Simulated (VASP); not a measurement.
The system is Al3GaIr.

```xyz
5
Lattice="4.5131 0.0000 0.0000 0.0000 4.5131 0.0000 0.0000 0.0000 4.7988" Properties=species:S:1:pos:R:3 pbc="T T T"
Al    2.2566    2.2566    2.3994
Al    2.2566    0.0000    0.0000
Al    0.0000    2.2566    0.0000
Ga    0.0000    0.0000    2.3994
Ir    0.0000    0.0000    0.0000
```

The cell was built from a structure type or drawn by symmetry, and may not be a known phase.

| Property | Result |
| --- | --- |
| Program | VASP 6.6.1 |
| Task | relaxation of cell and atoms |
| Functional | PBE |
| Potentials or basis | VASP PAW PBE potentials, release 64 (Al, Ga_d, Ir) |
| Cutoff | 600 eV |
| k mesh | 4 × 4 × 4 |
| Occupations | gaussian, width 0.1 eV |
| Spin | no spin polarisation |

At the start: pressure 11.3 GPa; volume 19.55 Å³/atom.

Problem. Where does the relaxation end?

Solution. Over 4 steps the energy falls by 97.4 meV/atom and the volume is 21.88 Å³/atom (+11.9 %); space group P4/mmm (No. 123, to 0.1 Å) before and after.

The path:
```
step  energy change (eV)  largest force (eV/Å)  pressure (GPa)  volume (Å³)
   1              0.0000                0.0000           11.33        97.74
   2             -0.3219                0.0000           -5.37       118.51
   3             -0.4673                0.0000           -0.66       110.25
   4             -0.4869                0.0000            0.00       109.38
```

Final structure:
```yaml
crystal:
  lattice:
    - [4.77724, 0.00000, 0.00000]
    - [0.00000, 4.77724, 0.00000]
    - [0.00000, 0.00000, 4.79261]
  atoms:
    - { symbol: Al, position: [0.50000, 0.50000, 0.50000] }
    - { symbol: Al, position: [0.50000, 0.00000, 0.00000] }
    - { symbol: Al, position: [0.00000, 0.50000, 0.00000] }
    - { symbol: Ga, position: [0.00000, 0.00000, 0.50000] }
    - { symbol: Ir, position: [0.00000, 0.00000, 0.00000] }
```
